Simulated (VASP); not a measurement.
# CO2 (Pna2_1) in VASP: single point with PBE

Aim: the single point of CO2 with PBE.

All numbers are computed with VASP 6.6.1; they aren't measurements. Logs are shortened: lines on timing, memory, paths and dates and some standing lists are left out, and cuts for length are marked.

## Step 1: The cell of the first run

It takes space group Pna2_1 (No. 33, orthorhombic). Conventional cell: a = 10.995 Å, b = 3.767 Å, c = 5.583 Å, α = 90.00°, β = 90.00°, γ = 90.00°. C (site symmetry 1) has 2 O at 1.17 Å within 1.6 Å. O (site symmetry 1) has 1 C at 1.17 Å within 1.6 Å. O (site symmetry 1) has 1 C at 1.17 Å within 1.6 Å.

## Step 2: Single point, PBE

The input, INCAR:

```
PREC = Accurate ; ENCUT = 520
EDIFF = 1E-7 ; ISMEAR = -1
SIGMA = 0.01 ; LREAL = False
LASPH = True ; NELM = 100
ALGO = Normal ; ISIF = 2
LWAVE = False ; LCHARG = False
GGA = PE ; NBANDS = 44
```

The input, KPOINTS:

```
Automatic mesh
0
Gamma
  3 7 5
```

The input, POSCAR:

```
CO2
1.0
   10.9946670000      0.0000000000      0.0000000000
    0.0000000000      3.7668170000      0.0000000000
    0.0000000000      0.0000000000      5.5832640000
C O
4 8
Direct
    0.6274728446      0.0621166882      0.1027264416
    0.3725271554      0.9378833118      0.6027264416
    0.8725271554      0.5621166882      0.6027264416
    0.1274728446      0.4378833118      0.1027264416
    0.5422375639      0.2123399347      0.0287534530
    0.4577624361      0.7876600653      0.5287534530
    0.9577624361      0.7123399347      0.5287534530
    0.0422375639      0.2876600653      0.0287534530
    0.7127798530     -0.0878311777      0.1765191054
    0.2872201470      1.0878311777      0.6765191054
    0.7872201470      0.4121688223      0.6765191054
    0.2127798530      0.5878311777      0.1765191054
```

Potentials or basis: VASP PAW PBE potentials, release 64 (C, O).

Run with:

```console
$ cat potpaw_PBE.64/C/POTCAR potpaw_PBE.64/O/POTCAR > POTCAR
$ mpirun -np 1 vasp_std > vasp.out
```

OUTCAR:

```text
PREC = Accurate
   ENCUT = 520
   EDIFF = 1E-7
   ISMEAR = -1
   LREAL = False
   LASPH = True
   NELM = 100
   ISIF = 2
   GGA = PE

 ion  position               nearest neighbor table
   1  0.627  0.062  0.103-   9 1.17   5 1.17
   2  0.373  0.938  0.603-  10 1.17   6 1.17
   3  0.873  0.562  0.603-  11 1.17   7 1.17
   4  0.127  0.438  0.103-  12 1.17   8 1.17
   5  0.542  0.212  0.029-   1 1.17
   6  0.458  0.788  0.529-   2 1.17
   7  0.958  0.712  0.529-   3 1.17
   8  0.042  0.288  0.029-   4 1.17
   9  0.713  0.912  0.177-   1 1.17
  10  0.287  0.088  0.677-   2 1.17
  11  0.787  0.412  0.677-   3 1.17
  12  0.213  0.588  0.177-   4 1.17

  LATTYP: Found a simple orthorhombic cell.
 ALAT       =     3.7668170000
 B/A-ratio  =     1.4822233201
 C/A-ratio  =     2.9188216470

  Lattice vectors:

 A1 = (   0.0000000000,   3.7668170000,   0.0000000000)
 A2 = (   0.0000000000,   0.0000000000,   5.5832640000)
 A3 = (  10.9946670000,   0.0000000000,   0.0000000000)

Analysis of symmetry for initial positions (statically):
=====================================================================
 Subroutine PRICEL returns:
 Original cell was already a primitive cell.

 Routine SETGRP: Setting up the symmetry group for a
 simple orthorhombic supercell.

 Subroutine GETGRP returns: Found  4 space group operations
 (whereof  1 operations were pure point group operations)
 out of a pool of  8 trial point group operations.

The static configuration has the point symmetry C_1 .
 The point group associated with its full space group is C_2v.

Analysis of symmetry for dynamics (positions and initial velocities):
=====================================================================
 Subroutine PRICEL returns:
 Original cell was already a primitive cell.

 Routine SETGRP: Setting up the symmetry group for a
 simple orthorhombic supercell.

 Subroutine GETGRP returns: Found  4 space group operations
 (whereof  1 operations were pure point group operations)
 out of a pool of  8 trial point group operations.

The dynamic configuration has the point symmetry C_1 .
 The point group associated with its full space group is C_2v.

 Subroutine INISYM returns: Found  4 space group operations
 (whereof  1 operations are pure point group operations),
[... 116 lines left out ...]
   LREAL  =      F    real-space projection
   EDIFFG = 0.1E-05   stopping-criterion for IOM
   NSW    =      0    number of steps for IOM
   IBRION =     -1    ionic relax: 0-MD 1-quasi-New 2-CG
   NFREE  =      0    steps in history (QN), initial steepest desc. (CG)
   ISIF   =      2    stress and relaxation
   ISYM   =      2    0-nonsym 1-usesym 2-fastsym
   POTIM  = 0.5000    time-step for ionic-motion
   TEBEG  =    0.0;   TEEND  =   0.0 temperature during run
   PSTRESS=    0.0 pullay stress
   NELECT =      64.0000    total number of electrons
   NUPDOWN=      -1.0000    fix difference up-down
   EMIN   =  10.00;   EMAX   =-10.00  energy-range for DOS
   EFERMI =   0.00;   METHOD = LEGACY
   ISMEAR =    -1;   SIGMA  =   0.01  broadening in eV -4-tet -1-fermi 0-gaus
   EFERMI_NEDOS =   21; number of points for ismear=-14 and -15
   IALGO  =     38    algorithm
   IMIX   =      4    mixing-type and parameters
     AMIX     =   0.40;   BMIX     =  1.00
     AMIX_MAG =   1.60;   BMIX_MAG =  1.00
  volume/ion in A,a.u.               =      19.27       130.03
  Fermi-wavevector in a.u.,A,eV,Ry     =   1.066891  2.016131 15.486908  1.138256
  Thomas-Fermi vector in A             =   2.202489
   LORBIT       =      0    0 simple, 1 ext, 2 COOP (PROOUT), +10 PAW based schemes
   GGA     = PE    functional components
[... 5 lines left out ...]
 non-spin polarized calculation
  energy-cutoff  :      520.00
  volume of cell :      231.23
 maximum number of plane-waves:      6248
 NGX is ok and might be reduce to    84
   NGX = 41   NGY = 15   NGZ = 21

 number of electron      63.9999983 magnetization

 Free energy of the ion-electron system (eV)
  ---------------------------------------------------
  ext. energy  EPLUGINS =         0.00000000
  ---------------------------------------------------
  free energy    TOTEN  =       -92.18176315 eV

  energy without entropy =      -92.18176315  energy(sigma->0) =      -92.18176315

 E-fermi :  -4.7222     XC(G=0):  -6.7027

 val. band max:       -4.9276404534   @ k =   0.0000   0.0000   0.0000
 cond. band min:       1.6002576598   @ k =   0.0000   0.0000   0.0000
 fundamental gap:      6.5278981132
 Fermi energy:        -4.7221632415

 k-point     1 :       0.0000    0.0000    0.0000
  band No.  band energies     occupation
      1     -25.3786      2.00000
      2     -25.3339      2.00000
      3     -25.3310      2.00000
      4     -25.2881      2.00000
      5     -24.3108      2.00000
      6     -24.3006      2.00000
[... 1117 lines left out ...]
     43       5.2586      0.00000
     44       5.3892      0.00000

------------------------ aborting loop because EDIFF is reached ----------------------------------------

  FORCE on cell =-STRESS in cart. coord.  units (eV):
  Direction    XX          YY          ZZ          XY          YZ          ZX
  --------------------------------------------------------------------------------------
  -------------------------------------------------------------------------------------
  Total        3.5750666      1.2516842      0.6108150      0.0000000      0.0000000      0.0000000
  in kB       24.7713655      8.6728253      4.2322908      0.0000000      0.0000000      0.0000000
  external PRESSURE =      12.5588272 kB  Pullay stress =       0.0000000 kB

 VOLUME and BASIS-vectors are now :
 -----------------------------------------------------------------------------
  energy-cutoff  :      520.00
  volume of cell :      231.23
      direct lattice vectors                 reciprocal lattice vectors
    10.994667000  0.000000000  0.000000000     0.090953187  0.000000000  0.000000000
     0.000000000  3.766817000  0.000000000     0.000000000  0.265476130  0.000000000
     0.000000000  0.000000000  5.583264000     0.000000000  0.000000000  0.179106702

 POSITION                                       TOTAL-FORCE (eV/Angst)
 -----------------------------------------------------------------------------------
      6.89885      0.23398      0.57355        -0.005491      0.001409     -0.004073
      4.09581      3.53283      3.36518         0.005491     -0.001409     -0.004073
      9.59315      2.11739      3.36518         0.005491      0.001409     -0.004073
      1.40152      1.64943      0.57355        -0.005491     -0.001409     -0.004073
      5.96172      0.79985      0.16054        -0.498883      0.301551     -0.218637
      5.03295      2.96697      2.95217         0.498883     -0.301551     -0.218637
     10.53028      2.68325      2.95217         0.498883      0.301551     -0.218637
      0.46439      1.08356      0.16054        -0.498883     -0.301551     -0.218637
      7.83678      3.43597      0.98555         0.504976     -0.305383      0.222710
      3.15789      0.33084      3.77718        -0.504976      0.305383      0.222710
      8.65522      1.55256      3.77718        -0.504976     -0.305383      0.222710
      2.33944      2.21425      0.98555         0.504976      0.305383      0.222710
 -----------------------------------------------------------------------------------
    total drift:                                0.000000     -0.000000     -0.000160

  FREE ENERGIE OF THE ION-ELECTRON SYSTEM (eV)
  ---------------------------------------------------
  free  energy   TOTEN  =       -92.1817631547 eV

  energy  without entropy=      -92.1817631546  energy(sigma->0) =      -92.18176315
```

It took 3.1 min on 1 thread of AMD EPYC 7R13 (Zen 3), shared host; peak memory 0.36 GiB.

Results:

| Property | Result |
| --- | --- |
| Free energy | -92.1818 eV |
| Pressure | 1.3 GPa |
| Largest force | 0.631 eV/Å |
| Band gap on the k mesh | 6.53 eV |

Forces in eV/Å, atoms in the order of the input:
```
C   -0.005  0.001 -0.004
C    0.005 -0.001 -0.004
C    0.005  0.001 -0.004
C   -0.005 -0.001 -0.004
O   -0.499  0.302 -0.219
O    0.499 -0.302 -0.219
O    0.499  0.302 -0.219
O   -0.499 -0.302 -0.219
O    0.505 -0.305  0.223
O   -0.505  0.305  0.223
O   -0.505 -0.305  0.223
O    0.505  0.305  0.223
```

Caveat: this functional lacks dispersion, which holds the molecules together, so the pressure and a relaxed volume are unreliable. A k mesh can miss the band edges.
